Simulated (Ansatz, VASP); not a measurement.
**One calculation of SnO2, two programs**

```xyz
6
Lattice="4.7174 0.0000 0.0000 0.0000 4.7274 0.0000 0.0000 0.0000 3.1856" Properties=species:S:1:pos:R:3 pbc="T T T"
Sn    2.3587    2.3637    1.5928
Sn    0.0000    0.0000    0.0000
O     1.4353    1.4554    0.0000
O     3.7940    0.9083    1.5928
O     0.9234    3.8191    1.5928
O     3.2821    3.2720    0.0000
```

Alike in both runs: functional LDA; k mesh 4 × 4 × 6; occupations gaussian, width 0.1 eV; no spin polarisation.

Ansatz relaxed the structure, and its values are those at the end. VASP's run is a single point on that final structure, the one shown.

|  | VASP | Ansatz |
| --- | --- | --- |
| version | VASP 6.6.1 | Ansatz 0.2.0 |
| potentials or method | VASP PAW LDA potentials, release 64 (Sn_d, O), cutoff 520 eV | scalar-relativistic, plane waves, PAW |
| valence electrons in the cell | 52 | 52 |

Ansatz gave:

* gap on the k mesh at the Fermi level (eV): 1.19
* least direct gap on the mesh (eV): 1.19
* pressure (GPa): 0.1
* rms of the force components (eV/Å): 0.003

Question: Which values does VASP return?

Answer: gap on the k mesh at the Fermi level (eV): 1.22; least direct gap on the mesh (eV): 1.22; pressure (GPa): 1.4; rms of the force components (eV/Å): 0.015.

Ansatz warns that its potentials were made for another functional, while VASP's fit it. LDA's correlation is that of Perdew and Zunger in VASP and of Perdew and Wang (1992) in Ansatz.
